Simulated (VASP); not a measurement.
# K2S (Fm-3m) in VASP: single point with PBE

Aim: the single point of K2S with PBE.

Program: VASP 6.6.1. These are calculated values, not measurements. Logs are shortened: lines on timing, memory, paths and dates and some standing lists are left out, and cuts for length are marked.

### Step 1. The cell of the first run

Symmetry: Fm-3m, No. 225, cubic system. The conventional cell has a = 7.406 Å, b = 7.406 Å, c = 7.406 Å, α = 90.00°, β = 90.00°, γ = 90.00°. S (site symmetry m-3m) has 8 K at 3.21 Å within 4.2 Å. K (site symmetry -43m) has 4 S at 3.21 Å and 6 K at 3.70 Å within 4.2 Å.

### Step 2. Single point, PBE

INCAR

```
SYSTEM = K2S
  PREC = Accurate
  ENCUT = 500
  EDIFF = 1E-6
  ISMEAR = 0
  SIGMA = 0.01
  LREAL = .FALSE.
  LASPH = .TRUE.
  NELM = 120
  ALGO = Normal
  ISIF = 2
  LWAVE = .FALSE.
  LCHARG = .FALSE.
  GGA = PE
  NBANDS = 19
  GGA_COMPAT = .FALSE.
```

KPOINTS

```
Automatic mesh
0
G
  4 4 4
  0 0 0
```

POSCAR

```
K2S
1.0
    0.0000000000      3.7027568497      3.7027568497
    3.7027568497      0.0000000000      3.7027568497
    3.7027568497      3.7027568497      0.0000000000
S K
1 2
Direct
    0.0000000000      0.0000000000      0.0000000000
    0.2500000000      0.2500000000      0.2500000000
    0.7500000000      0.7500000000      0.7500000000
```

Potentials or basis: VASP PAW PBE potentials, release 64 (S, K_sv).

Command:

```bash
$ cat potpaw_PBE.64/S/POTCAR potpaw_PBE.64/K_sv/POTCAR > POTCAR
$ mpirun -np 1 vasp_std > vasp.out
```

OUTCAR:

```text
SYSTEM = K2S
   PREC = Accurate
   ENCUT = 500
   EDIFF = 1E-6
   ISMEAR = 0
   LREAL = .FALSE.
   LASPH = .TRUE.
   NELM = 120
   ISIF = 2
   GGA = PE

 ion  position               nearest neighbor table
   1  0.000  0.000  0.000-   3 3.21   3 3.21   3 3.21   2 3.21   3 3.21   2 3.21   2 3.21   2 3.21

   2  0.250  0.250  0.250-   1 3.21   1 3.21   1 3.21   1 3.21   3 3.70   3 3.70   3 3.70   3 3.70
                             3 3.70   3 3.70
   3  0.750  0.750  0.750-   1 3.21   1 3.21   1 3.21   1 3.21   2 3.70   2 3.70   2 3.70   2 3.70
                             2 3.70   2 3.70

  LATTYP: Found a face centered cubic cell.
 ALAT       =     7.4055136994

  Lattice vectors:

 A1 = (   0.0000000000,   3.7027568497,   3.7027568497)
 A2 = (   3.7027568497,   0.0000000000,   3.7027568497)
 A3 = (   3.7027568497,   3.7027568497,   0.0000000000)

Analysis of symmetry for initial positions (statically):
=====================================================================
 Subroutine PRICEL returns:
 Original cell was already a primitive cell.

 Routine SETGRP: Setting up the symmetry group for a
 face centered cubic supercell.

 Subroutine GETGRP returns: Found 48 space group operations
 (whereof 48 operations were pure point group operations)
 out of a pool of 48 trial point group operations.

The static configuration has the point symmetry O_h .

Analysis of symmetry for dynamics (positions and initial velocities):
=====================================================================
 Subroutine PRICEL returns:
 Original cell was already a primitive cell.

 Routine SETGRP: Setting up the symmetry group for a
 face centered cubic supercell.

 Subroutine GETGRP returns: Found 48 space group operations
 (whereof 48 operations were pure point group operations)
 out of a pool of 48 trial point group operations.

The dynamic configuration has the point symmetry O_h .

 Subroutine INISYM returns: Found 48 space group operations
 (whereof 48 operations are pure point group operations),
 and found     1 'primitive' translations

----------------------------------------------------------------------------------------

                                     Primitive cell

  volume of cell :     101.5326

  direct lattice vectors                    reciprocal lattice vectors
     0.000000000  3.702756850  3.702756850    -0.135034522  0.135034522  0.135034522
     3.702756850  0.000000000  3.702756850     0.135034522 -0.135034522  0.135034522
[... 70 lines left out ...]
   EDIFF  = 0.1E-05   stopping-criterion for ELM
   LREAL  =      F    real-space projection
   EDIFFG = 0.1E-04   stopping-criterion for IOM
   NSW    =      0    number of steps for IOM
   IBRION =     -1    ionic relax: 0-MD 1-quasi-New 2-CG
   NFREE  =      0    steps in history (QN), initial steepest desc. (CG)
   ISIF   =      2    stress and relaxation
   ISYM   =      2    0-nonsym 1-usesym 2-fastsym
   POTIM  = 0.5000    time-step for ionic-motion
   TEBEG  =    0.0;   TEEND  =   0.0 temperature during run
   PSTRESS=    0.0 pullay stress
   NELECT =      24.0000    total number of electrons
   NUPDOWN=      -1.0000    fix difference up-down
   EMIN   =  10.00;   EMAX   =-10.00  energy-range for DOS
   EFERMI =   0.00;   METHOD = LEGACY
   ISMEAR =     0;   SIGMA  =   0.01  broadening in eV -4-tet -1-fermi 0-gaus
   EFERMI_NEDOS =   21; number of points for ismear=-14 and -15
   IALGO  =     38    algorithm
   IMIX   =      4    mixing-type and parameters
     AMIX     =   0.40;   BMIX     =  1.00
     AMIX_MAG =   1.60;   BMIX_MAG =  1.00
  volume/ion in A,a.u.               =      33.84       228.39
  Fermi-wavevector in a.u.,A,eV,Ry     =   1.012224  1.912826 13.940500  1.024598
  Thomas-Fermi vector in A             =   2.145321
   LORBIT       =      0    0 simple, 1 ext, 2 COOP (PROOUT), +10 PAW based schemes
   GGA     = PE    functional components
   LHFCALC =     F    Hartree Fock is set to
   AEXX    =    0.0000 exact exchange contribution
   IVDW    =     0    specifies the selected vdW correction
   LEPSILON=     F    determine dielectric tensor
   LRPA    =     F    only Hartree local field effects (RPA)
 non-spin polarized calculation
 Gauss-broadening in eV      SIGMA  =   0.01
  energy-cutoff  :      500.00
  volume of cell :      101.53
 maximum number of plane-waves:      2637
 NGX is ok and might be reduce to    40
   NGX = 19   NGY = 19   NGZ = 19

 number of electron      23.9999996 magnetization

 Free energy of the ion-electron system (eV)
  ---------------------------------------------------
  ext. energy  EPLUGINS =         0.00000000
  ---------------------------------------------------
  free energy    TOTEN  =        -9.41636136 eV

  energy without entropy =       -9.41636136  energy(sigma->0) =       -9.41636136

 E-fermi :  -0.2370     XC(G=0):  -7.3361

 val. band max:       -0.3477763759   @ k =   0.5000   0.5000   0.0000
 cond. band min:       2.0314342484   @ k =   0.0000   0.0000   0.0000
 fundamental gap:      2.3792106243
 Fermi energy:        -0.2370317937

 k-point     1 :       0.0000    0.0000    0.0000
  band No.  band energies     occupation
      1     -29.5685      2.00000
      2     -29.4863      2.00000
      3     -13.1623      2.00000
      4     -13.1623      2.00000
      5     -13.1623      2.00000
      6     -12.9251      2.00000
[... 153 lines left out ...]
      6     -13.0594      2.00000
[... 11 lines left out ...]
     18       6.9450      0.00000
     19       7.4887      0.00000

------------------------ aborting loop because EDIFF is reached ----------------------------------------

  FORCE on cell =-STRESS in cart. coord.  units (eV):
  Direction    XX          YY          ZZ          XY          YZ          ZX
  --------------------------------------------------------------------------------------
  -------------------------------------------------------------------------------------
  Total        0.3028183      0.3028183      0.3028183      0.0000000      0.0000000     -0.0000000
  in kB        4.7784506      4.7784506      4.7784506      0.0000000      0.0000000     -0.0000000
  external PRESSURE =       4.7784506 kB  Pullay stress =       0.0000000 kB

 VOLUME and BASIS-vectors are now :
 -----------------------------------------------------------------------------
  energy-cutoff  :      500.00
  volume of cell :      101.53
      direct lattice vectors                 reciprocal lattice vectors
     0.000000000  3.702756850  3.702756850    -0.135034522  0.135034522  0.135034522
     3.702756850  0.000000000  3.702756850     0.135034522 -0.135034522  0.135034522
     3.702756850  3.702756850  0.000000000     0.135034522  0.135034522 -0.135034522

 POSITION                                       TOTAL-FORCE (eV/Angst)
 -----------------------------------------------------------------------------------
      0.00000      0.00000      0.00000         0.000000     -0.000000     -0.000000
      1.85138      1.85138      1.85138         0.000000      0.000000     -0.000000
      5.55414      5.55414      5.55414        -0.000000      0.000000      0.000000
 -----------------------------------------------------------------------------------
    total drift:                               -0.000000     -0.000000      0.000000

  FREE ENERGIE OF THE ION-ELECTRON SYSTEM (eV)
  ---------------------------------------------------
  free  energy   TOTEN  =        -9.4163613595 eV

  energy  without entropy=       -9.4163613595  energy(sigma->0) =       -9.41636136
```

stdout:

```text
POSCAR found type information on POSCAR S K
 POSCAR found :  2 types and       3 ions
 scaLAPACK will be used
 LDA part: xc-table for (Slater+PW92), standard interpolation
 POSCAR, INCAR and KPOINTS ok, starting setup
 FFT: planning ... GRIDC
 FFT: planning ... GRID_SOFT
 FFT: planning ... GRID
 WAVECAR not read
 entering main loop
```

Run time: 13 s. Hardware: 1 thread of AMD EPYC 9R45 (Zen 5), shared host; peak memory 0.2 GiB.

Results:

```yaml
Free_energy: -9.4164 eV
Pressure: 0.5 GPa
Band_gap_on_the_k_mesh: 2.38 eV (least direct gap 2.57 eV)
```
